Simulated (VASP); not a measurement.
Set up this calculation in VASP 6.6.1, as the native input.

```yaml
Task: single point
Functional: PBEsol
Potentials_or_basis: VASP PAW PBE potentials, release 64 (Ag, Te, In_d)
Cutoff: 500 eV
k_mesh: 6 × 6 × 6
Occupations: fermi-dirac, width 0.02 eV
Spin: no spin polarisation
Dipole_correction: no
Further_INCAR_settings: ALGO = Normal; EDIFF = 1e-06; NBANDS = 46
```

The structure of InAgTe2 lies in POSCAR:

```
InAgTe2
1.0
   -3.2166655326      3.2166655326      6.3812895521
    3.2166655326     -3.2166655326      6.3812895521
    3.2166655326      3.2166655326     -6.3812895521
Ag Te In
2 4 2
Direct
    0.0000000000      0.0000000000      0.0000000000
    0.7500000000      0.2500000000      0.5000000000
    0.3750000000      0.3663360722      0.4913360722
    0.1163360722      0.6250000000     -0.0086639278
    0.8750000000      0.8836639278      0.5086639278
    0.6336639278      0.1250000000      0.0086639278
    0.5000000000      0.5000000000      0.0000000000
    0.2500000000      0.7500000000      0.5000000000
```

These files were run (other wordings do the same):

INCAR

```
PREC     = Accurate       # precision mode
ENCUT    = 500            # plane-wave cutoff, eV
EDIFF    = 1E-6           # SCF threshold, eV
ISMEAR   = -1             # smearing method
SIGMA    = 0.02           # smearing width, eV
LREAL    = False          # projectors in reciprocal space
LASPH    = True           # aspherical terms in the spheres
NELM     = 120            # most SCF steps
ALGO     = Normal         # electronic algorithm
ISIF     = 2              # what is computed and relaxed
LWAVE    = False          # write WAVECAR
LCHARG   = True           # write CHGCAR
GGA      = PS             # functional
LELF     = True           # ELF
LVHAR    = True         
NBANDS   = 46             # bands
GGA_COMPAT= False
```

KPOINTS

```
regular mesh
0
Gamma
  6 6 6
```

Potentials or basis: VASP PAW PBE potentials, release 64 (Ag, Te, In_d).

Run with:

```console
$ cat potpaw_PBE.64/Ag/POTCAR potpaw_PBE.64/Te/POTCAR potpaw_PBE.64/In_d/POTCAR > POTCAR
$ mpirun -np 1 vasp_std > vasp.out
```

Results of the run:

```json
{
  "Pressure": "0.0 GPa",
  "Largest force": "0.011 eV/Å",
  "Band gap on the k mesh": "0.08 eV"
}
```

Caveat: the PAW data sets were made with another functional, which shifts forces and pressure a little; spin-orbit coupling is left out, which moves the levels of the heavy elements.

Wall time 4.7 min on 1 thread of AMD EPYC 9R45 96-Core Processor (Zen 5), with other jobs on the host, peak memory 0.65 GiB.
